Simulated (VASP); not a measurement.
# Hg (Im-3m) in VASP: notebook

Aim: see how the results for Hg move with the level of theory and the settings. Levels: PBE, r2SCAN. Tasks: single point.

Program: VASP 6.6.1. These are calculated values, not measurements. Logs are shortened: lines on timing, memory, paths and dates and some standing lists are left out, and cuts for length are marked.

**1. The cell of the first run**

The structure is cubic, space group Im-3m (No. 229). Conventional cell: a = 3.858 Å, b = 3.858 Å, c = 3.858 Å, α = 90.00°, β = 90.00°, γ = 90.00°. Within 4.4 Å of Hg (site symmetry m-3m) lie 14 Hg at 3.34 to 3.86 Å.

**2. Single point, PBE (28.70 Å³/atom)**

INCAR

```
  ALGO = Normal
  EDIFF = 1E-7
  ENCUT = 520
  GGA = PE
  ISIF = 2
  ISMEAR = 0
  LASPH = T
  LCHARG = F
  LREAL = F
  LWAVE = F
  NBANDS = 12
  NELM = 100
  PREC = Accurate
  SIGMA = 0.05
```

KPOINTS

```
k-points
0
Gamma
  8 8 8
```

POSCAR

```
Hg
1.0
   -1.9287681815      1.9287681815      1.9287681815
    1.9287681815     -1.9287681815      1.9287681815
    1.9287681815      1.9287681815     -1.9287681815
Hg
1
Direct
    0.0000000000      0.0000000000      0.0000000000
```

Potentials or basis: VASP PAW PBE potentials, release 64 (Hg).

The run is started by

```
$ cat potpaw_PBE.64/Hg/POTCAR > POTCAR
$ mpirun -np 1 vasp_std > vasp.out
```

OUTCAR:

```text
EDIFF = 1E-7
   ENCUT = 520
   GGA = PE
   ISIF = 2
   ISMEAR = 0
   LASPH = T
   LREAL = F
   NELM = 100
   PREC = Accurate

 ion  position               nearest neighbor table
   1  0.000  0.000  0.000-

  LATTYP: Found a body centered cubic cell.
 ALAT       =     3.8575363630

  Lattice vectors:

 A1 = (  -1.9287681815,   1.9287681815,   1.9287681815)
 A2 = (   1.9287681815,  -1.9287681815,   1.9287681815)
 A3 = (   1.9287681815,   1.9287681815,  -1.9287681815)

Analysis of symmetry for initial positions (statically):
=====================================================================
 Subroutine PRICEL returns:
 Original cell was already a primitive cell.

 Routine SETGRP: Setting up the symmetry group for a
 body centered cubic supercell.

 Subroutine GETGRP returns: Found 48 space group operations
 (whereof 48 operations were pure point group operations)
 out of a pool of 48 trial point group operations.

The static configuration has the point symmetry O_h .

Analysis of symmetry for dynamics (positions and initial velocities):
=====================================================================
 Subroutine PRICEL returns:
 Original cell was already a primitive cell.

 Routine SETGRP: Setting up the symmetry group for a
 body centered cubic supercell.

 Subroutine GETGRP returns: Found 48 space group operations
 (whereof 48 operations were pure point group operations)
 out of a pool of 48 trial point group operations.

The dynamic configuration has the point symmetry O_h .

 Subroutine INISYM returns: Found 48 space group operations
 (whereof 48 operations are pure point group operations),
 and found     1 'primitive' translations

----------------------------------------------------------------------------------------

                                     Primitive cell

  volume of cell :      28.7012

  direct lattice vectors                    reciprocal lattice vectors
    -1.928768181  1.928768181  1.928768181     0.000000000  0.259232812  0.259232812
     1.928768181 -1.928768181  1.928768181     0.259232812  0.000000000  0.259232812
     1.928768181  1.928768181 -1.928768181     0.259232812  0.259232812  0.000000000

  length of vectors
     3.340724486  3.340724486  3.340724486     0.366610559  0.366610559  0.366610559

  position of ions in fractional coordinates (direct lattice)
     0.000000000  0.000000000  0.000000000

  ion indices of the primitive-cell ions
   primitive index   ion index
                 1           1

----------------------------------------------------------------------------------------

 KPOINTS: k-points

Automatic generation of k-mesh.
 Grid dimensions read from file:
 generate k-points for:    8    8    8

 Generating k-lattice:

  Cartesian coordinates                     Fractional coordinates (reciprocal lattice)
     0.000000000  0.032404102  0.032404102     0.125000000  0.000000000  0.000000000
     0.032404102  0.000000000  0.032404102     0.000000000  0.125000000  0.000000000
     0.032404102  0.032404102  0.000000000     0.000000000  0.000000000  0.125000000

  Length of vectors
     0.045826320  0.045826320  0.045826320

  Shift w.r.t. Gamma in fractional coordinates (k-lattice)
     0.000000000  0.000000000  0.000000000

 Subroutine IBZKPT returns following result:
 ===========================================

 Found     29 irreducible k-points:

 Following reciprocal coordinates:
            Coordinates               Weight
  0.000000  0.000000  0.000000      1.000000
  0.125000  0.000000  0.000000     12.000000
  0.250000  0.000000  0.000000     12.000000
  0.375000  0.000000  0.000000     12.000000
  0.500000  0.000000  0.000000      6.000000
  0.125000  0.125000  0.000000     24.000000
[... 16 lines left out ...]
 -0.250000  0.250000  0.250000      6.000000
 -0.375000  0.375000  0.250000     24.000000
 [... further k-points ...]
   k-points           NKPTS =     29   k-points in BZ     NKDIM =     29   number of bands    NBANDS=     12
   number of dos      NEDOS =    301   number of ions     NIONS =      1
   total plane-waves  NPLWV =  21952
   dimension x,y,z NGX =    28 NGY =   28 NGZ =   28
   dimension x,y,z NGXF=    56 NGYF=   56 NGZF=   56
   ions per type =               1
   NGX,Y,Z   is equivalent  to a cutoff of  13.93, 13.93, 13.93 a.u.
   NGXF,Y,Z  is equivalent  to a cutoff of  27.87, 27.87, 27.87 a.u.
 SYSTEM =  unknown system
   PREC   = accura    normal or accurate (medium, high low for compatibility)
   ISTART =      0    job   : 0-new  1-cont  2-samecut
   ICHARG =      2    charge: 1-file 2-atom 10-const
   ISPIN  =      1    spin polarized calculation?
   LNONCOLLINEAR =      F non collinear calculations
   LSORBIT =      F    spin-orbit coupling
   LASPH  =      T    aspherical Exc in radial PAW
   ENCUT  =  520.0 eV  38.22 Ry    6.18 a.u.   6.21  6.21  6.21*2*pi/ulx,y,z
   NELM   =    100;   NELMIN=  2; NELMDL= -5     # of ELM steps
   EDIFF  = 0.1E-06   stopping-criterion for ELM
   LREAL  =      F    real-space projection
   EDIFFG = 0.1E-05   stopping-criterion for IOM
   NSW    =      0    number of steps for IOM
   IBRION =     -1    ionic relax: 0-MD 1-quasi-New 2-CG
   NFREE  =      0    steps in history (QN), initial steepest desc. (CG)
   ISIF   =      2    stress and relaxation
   ISYM   =      2    0-nonsym 1-usesym 2-fastsym
   POTIM  = 0.5000    time-step for ionic-motion
   TEBEG  =    0.0;   TEEND  =   0.0 temperature during run
   PSTRESS=    0.0 pullay stress
   NELECT =      12.0000    total number of electrons
   NUPDOWN=      -1.0000    fix difference up-down
   EMIN   =  10.00;   EMAX   =-10.00  energy-range for DOS
   EFERMI =   0.00;   METHOD = LEGACY
   ISMEAR =     0;   SIGMA  =   0.05  broadening in eV -4-tet -1-fermi 0-gaus
   EFERMI_NEDOS =   21; number of points for ismear=-14 and -15
   IALGO  =     38    algorithm
   IMIX   =      4    mixing-type and parameters
     AMIX     =   0.40;   BMIX     =  1.00
     AMIX_MAG =   1.60;   BMIX_MAG =  1.00
  volume/ion in A,a.u.               =      28.70       193.69
  Fermi-wavevector in a.u.,A,eV,Ry     =   1.224152  2.313311 20.388973  1.498547
  Thomas-Fermi vector in A             =   2.359237
   LORBIT       =      0    0 simple, 1 ext, 2 COOP (PROOUT), +10 PAW based schemes
   GGA     = PE    functional components
   LHFCALC =     F    Hartree Fock is set to
   AEXX    =    0.0000 exact exchange contribution
   IVDW    =     0    specifies the selected vdW correction
   LEPSILON=     F    determine dielectric tensor
   LRPA    =     F    only Hartree local field effects (RPA)
 non-spin polarized calculation
 Gauss-broadening in eV      SIGMA  =   0.05
  energy-cutoff  :      520.00
  volume of cell :       28.70
 maximum number of plane-waves:       784
 NGX is ok and might be reduce to    28
   NGX = 13   NGY = 13   NGZ = 13

 number of electron      12.0000000 magnetization

 Free energy of the ion-electron system (eV)
  ---------------------------------------------------
  ext. energy  EPLUGINS =         0.00000000
  ---------------------------------------------------
  free energy    TOTEN  =        -0.18905035 eV

  energy without entropy =       -0.18840367  energy(sigma->0) =       -0.18872701

 E-fermi :   1.2720     XC(G=0):  -9.8040

 val. band max:        1.2645737360   @ k =   0.5000   0.5000   0.1250
 cond. band min:       1.8194315874   @ k =   0.5000   0.5000   0.3750
 fundamental gap:      0.5548578514
 Fermi energy:         1.2720135033

 k-point     1 :       0.0000    0.0000    0.0000
  band No.  band energies     occupation
      1      -6.2284      2.00000
      2      -5.1959      2.00000
      3      -5.1959      2.00000
      4      -5.1959      2.00000
      5      -4.5878      2.00000
      6      -4.5878      2.00000
      7      15.1505      0.00000
      8      15.1505      0.00000
      9      15.1505      0.00000
     10      15.8801      0.00000
     11      15.8801      0.00000
     12      15.8801      0.00000

 k-point     2 :       0.1250    0.0000    0.0000
  band No.  band energies     occupation
      1      -5.8915      2.00000
      2      -5.2410      2.00000
      3      -5.1539      2.00000
      4      -5.0592      2.00000
      5      -4.6302      2.00000
      6      -4.5860      2.00000
      7      12.0071      0.00000
      8      13.9314      0.00000
      9      14.0753      0.00000
     10      15.2390      0.00000
     11      15.7414      0.00000
     12      16.1461      0.00000

 k-point     3 :       0.2500    0.0000    0.0000
  band No.  band energies     occupation
      1      -5.5319      2.00000
      2      -5.3482      2.00000
      3      -4.7088      2.00000
      4      -4.6797      2.00000
      5      -4.5799      2.00000
      6      -4.4186      2.00000
      7       7.6133      0.00000
      8      11.9176      0.00000
      9      12.3976      0.00000
     10      14.6174      0.00000
     11      15.4983      0.00000
     12      17.3938      0.00000

 k-point     4 :       0.3750    0.0000    0.0000
  band No.  band energies     occupation
      1      -5.6343      2.00000
      2      -5.4528      2.00000
      3      -4.6546      2.00000
      4      -4.5705      2.00000
      5      -4.3232      2.00000
      6      -2.5260      2.00000
      7       3.6492      0.00000
      8      10.3641      0.00000
      9      11.2477      0.00000
     10      14.3116      0.00000
     11      15.3274      0.00000
     12      19.3007      0.00000

 k-point     5 :       0.5000    0.0000    0.0000
  band No.  band energies     occupation
      1      -5.7015      2.00000
      2      -5.4954      2.00000
      3      -4.6344      2.00000
      4      -4.5657      2.00000
      5      -4.1509      2.00000
      6      -0.2991      2.00000
      7       0.7366      2.00000
      8       9.7827      0.00000
      9      10.8465      0.00000
     10      14.2321      0.00000
     11      15.2697      0.00000
     12      20.2920      0.00000
[... 228 lines left out ...]
      1      -5.3001      2.00000
      2      -5.1567      2.00000
      3      -5.1567      2.00000
      4      -4.4401      2.00000
      5      -4.4401      2.00000
      6       0.5693      2.00000
      7       3.5788      0.00000
      8       3.5788      0.00000
      9      12.0400      0.00000
     10      14.9195      0.00000
     11      14.9195      0.00000
     12      16.0597      0.00000

 k-point    22 :       0.2500    0.2500    0.2500
  band No.  band energies     occupation
      1      -5.1447      2.00000
      2      -5.1447      2.00000
      3      -5.1447      2.00000
      4      -4.5570      2.00000
      5      -4.5570      2.00000
      6       0.2543      2.00000
      7       4.6216      0.00000
      8       4.6216      0.00000
      9       4.6216      0.00000
     10      23.0302      0.00000
     11      23.0303      0.00000
     12      23.0307      0.00000

 k-point    23 :      -0.2500    0.2500    0.2500
  band No.  band energies     occupation
      1      -5.1110      2.00000
      2      -5.0231      2.00000
      3      -4.9091      2.00000
      4      -4.9091      2.00000
      5      -4.7345      2.00000
      6      -2.9978      2.00000
      7       8.0000      0.00000
      8       8.9254      0.00000
      9       8.9254      0.00000
     10      11.8222      0.00000
     11      19.3576      0.00000
     12      19.3576      0.00000

 k-point    24 :      -0.3750    0.3750    0.2500
  band No.  band energies     occupation
      1      -5.3200      2.00000
      2      -5.1504      2.00000
      3      -4.9107      2.00000
      4      -4.7315      2.00000
      5      -4.3880      2.00000
      6      -1.2428      2.00000
      7       4.9610      0.00000
      8       7.5586      0.00000
      9       8.7504      0.00000
     10      12.1849      0.00000
     11      16.7100      0.00000
     12      19.3181      0.00000

 [... further k-points ...]

------------------------ aborting loop because EDIFF is reached ----------------------------------------

  FORCE on cell =-STRESS in cart. coord.  units (eV):
  Direction    XX          YY          ZZ          XY          YZ          ZX
  --------------------------------------------------------------------------------------
  -------------------------------------------------------------------------------------
  Total        0.0110652      0.0110652      0.0110652      0.0000000      0.0000000      0.0000000
  in kB        0.6176906      0.6176906      0.6176906      0.0000000      0.0000000      0.0000000
  external PRESSURE =       0.6176906 kB  Pullay stress =       0.0000000 kB

 VOLUME and BASIS-vectors are now :
 -----------------------------------------------------------------------------
  energy-cutoff  :      520.00
  volume of cell :       28.70
      direct lattice vectors                 reciprocal lattice vectors
    -1.928768181  1.928768181  1.928768181     0.000000000  0.259232812  0.259232812
     1.928768181 -1.928768181  1.928768181     0.259232812  0.000000000  0.259232812
     1.928768181  1.928768181 -1.928768181     0.259232812  0.259232812  0.000000000

 POSITION                                       TOTAL-FORCE (eV/Angst)
 -----------------------------------------------------------------------------------
      0.00000      0.00000      0.00000         0.000000      0.000000      0.000000
 -----------------------------------------------------------------------------------
    total drift:                               -0.000000     -0.000000     -0.000000

  FREE ENERGIE OF THE ION-ELECTRON SYSTEM (eV)
  ---------------------------------------------------
  free  energy   TOTEN  =        -0.1890503523 eV

  energy  without entropy=       -0.1884036699  energy(sigma->0) =       -0.18872701
```

Wall time 10 s (1 thread of Intel Xeon Platinum 8375C at 2.90GHz (Ice Lake), shared host); peak memory 0.15 GiB.

Results:

```
Free energy            : -0.1891 eV
Pressure               : 0.1 GPa
Band gap on the k mesh : zero (bands 6 and 7 overlap by 2.49 eV)
```

Caveat: spin-orbit coupling is left out, which moves the levels of the heavy elements.

**3. Single point, r2SCAN**

POSCAR is that of step 2.

INCAR.step1

```
  PREC = Accurate
  ENCUT = 520
  ISMEAR = 0
  SIGMA = 0.05
  LREAL = F
  LASPH = T
  NELM = 80
  NBANDS = 12
  GGA = PE
  ALGO = Normal
  EDIFF = 1E-4
  LWAVE = T
  LCHARG = F
```

INCAR.step2

```
  PREC = Accurate
  ENCUT = 520
  EDIFF = 1E-7
  ISMEAR = 0
  SIGMA = 0.05
  LREAL = F
  LASPH = T
  NELM = 80
  ALGO = Normal
  ISIF = 2
  LWAVE = F
  LCHARG = T
  METAGGA = R2SCAN
  LMIXTAU = T
  LELF = T
  LVHAR = T
  NBANDS = 12
  ISTART = 1
```

KPOINTS

```
regular mesh
0
Gamma
  16 16 16
```

Potentials or basis: VASP PAW PBE potentials, release 64 (Hg).

The run is started by

```
$ cat potpaw_PBE.64/Hg/POTCAR > POTCAR
$ cp INCAR.step1 INCAR
$ mpirun -np 1 vasp_std > vasp.out
$ cp INCAR.step2 INCAR
$ mpirun -np 1 vasp_std > vasp.out
```

OUTCAR:

```text
PREC = Accurate
   ENCUT = 520
   EDIFF = 1E-7
   ISMEAR = 0
   LREAL = F
   LASPH = T
   NELM = 80
   ISIF = 2
   METAGGA = R2SCAN
   ISTART = 1

 ion  position               nearest neighbor table
   1  0.000  0.000  0.000-

  LATTYP: Found a body centered cubic cell.
 ALAT       =     3.8575363630

  Lattice vectors:

 A1 = (  -1.9287681815,   1.9287681815,   1.9287681815)
 A2 = (   1.9287681815,  -1.9287681815,   1.9287681815)
[... 538 lines left out ...]
     10      16.4277      0.00000
     11      17.4975      0.00000
     12      19.8643      0.00000

 [... further k-points ...]

------------------------ aborting loop because EDIFF is reached ----------------------------------------

  FORCE on cell =-STRESS in cart. coord.  units (eV):
  Direction    XX          YY          ZZ          XY          YZ          ZX
  --------------------------------------------------------------------------------------
  -------------------------------------------------------------------------------------
  Total       -0.1212619     -0.1212619     -0.1212619      0.0000000      0.0000000      0.0000000
  in kB       -6.7691599     -6.7691599     -6.7691599      0.0000000      0.0000000      0.0000000
  external PRESSURE =      -6.7691599 kB  Pullay stress =       0.0000000 kB

 VOLUME and BASIS-vectors are now :
 -----------------------------------------------------------------------------
  energy-cutoff  :      520.00
  volume of cell :       28.70
      direct lattice vectors                 reciprocal lattice vectors
    -1.928768181  1.928768181  1.928768181     0.000000000  0.259232812  0.259232812
     1.928768181 -1.928768181  1.928768181     0.259232812  0.000000000  0.259232812
     1.928768181  1.928768181 -1.928768181     0.259232812  0.259232812  0.000000000

 POSITION                                       TOTAL-FORCE (eV/Angst)
 -----------------------------------------------------------------------------------
      0.00000      0.00000      0.00000         0.000000     -0.000000      0.000000
 -----------------------------------------------------------------------------------
    total drift:                                0.000000     -0.000000     -0.000000

  FREE ENERGIE OF THE ION-ELECTRON SYSTEM (eV)
  ---------------------------------------------------
  free  energy   TOTEN  =       -49.3589953339 eV

  energy  without entropy=      -49.3585575907  energy(sigma->0) =      -49.35877646
```

OUTCAR.step1:

```text
PREC = Accurate
   ENCUT = 520
   ISMEAR = 0
   LREAL = F
   LASPH = T
[... 576 lines left out ...]

 POSITION                                       TOTAL-FORCE (eV/Angst)
 -----------------------------------------------------------------------------------
      0.00000      0.00000      0.00000        -0.000000      0.000000     -0.000000
 -----------------------------------------------------------------------------------
    total drift:                               -0.000000     -0.000000     -0.000000

  FREE ENERGIE OF THE ION-ELECTRON SYSTEM (eV)
  ---------------------------------------------------
  free  energy   TOTEN  =        -0.1779751008 eV

  energy  without entropy=       -0.1770995920  energy(sigma->0) =       -0.17753735
```

Run time: 3.8 min. Hardware: 1 thread of Intel Xeon Platinum 8375C at 2.90GHz (Ice Lake), shared host; peak memory 0.2 GiB.

Results:

* Free energy: -49.3590 eV
* Pressure: -0.7 GPa
* Band gap on the k mesh: zero (bands 6 and 7 overlap by 2.33 eV)

Caveat: the PAW data sets were made with another functional, which shifts forces and pressure a little; spin-orbit coupling is left out, which moves the levels of the heavy elements.
